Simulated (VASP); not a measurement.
The system is Be3TeO2.

```
Be Te O
1.0
     4.76868    0.00000    0.00000
    -2.38434    4.12980    0.00000
     0.00000    0.00000    4.02194
Be Te O
3 1 2
Direct
  0.50000 0.00000 0.50000
  0.00000 0.50000 0.50000
  0.50000 0.50000 0.50000
  0.00000 0.00000 0.50000
  0.33333 0.66667 0.50000
  0.66667 0.33333 0.50000
```

The cell was built from a structure type or drawn by symmetry, and may not be a known phase.

| Item | Value |
| --- | --- |
| Program | VASP 6.6.1 |
| Task | relaxation of cell and atoms |
| Functional | PBE |
| Potentials or basis | VASP PAW PBE potentials, release 64 (Be, Te, O) |
| Cutoff | 600 eV |
| k mesh | 6 × 6 × 4 |
| Occupations | gaussian, width 0.1 eV |
| Spin | no spin polarisation |

At the start: pressure 53.2 GPa; volume 13.20 Å³/atom.

Question: How do energy, volume and symmetry change on relaxing?

Answer: Over 9 steps the energy falls by 749.2 meV/atom and the volume is 20.08 Å³/atom (+52.1 %); space group P6/mmm (No. 191, to 0.1 Å) before and after.

Step by step:
```
step  energy change (eV)  largest force (eV/Å)  pressure (GPa)  volume (Å³)
   1              0.0000                0.0000           53.21        79.21
   2             -0.4855                0.0000          -17.77       137.90
   3             -4.3210                0.0000           -0.93       104.01
   4             -4.3360                0.0000            0.43       102.75
   5             -4.3376                0.0000            1.07       102.19
   6             -4.3674                0.0000            0.91       103.75
   7             -4.4333                0.0000            0.55       108.44
   8             -4.4924                0.0000            0.00       117.83
   9             -4.4953                0.0000           -0.16       120.46
```

Final structure:
```xyz
6
Lattice="5.4038 0.0000 0.0000 -2.7019 4.6799 0.0000 0.0000 0.0000 4.7632" Properties=species:S:1:pos:R:3 pbc="T T T"
Be    0.0000    4.6799    2.3816
Be   -1.3510    2.3399    2.3816
Be    1.3510    2.3399    2.3816
Te    0.0000    0.0000    2.3816
O     0.0000    3.1199    2.3816
O     2.7019    1.5600    2.3816
```

Caveat: the volume moved by over 15 % at a fixed basis, so the end points are rough; this functional lacks dispersion, which binds the layers, so the pressure and a relaxed spacing across them are unreliable.
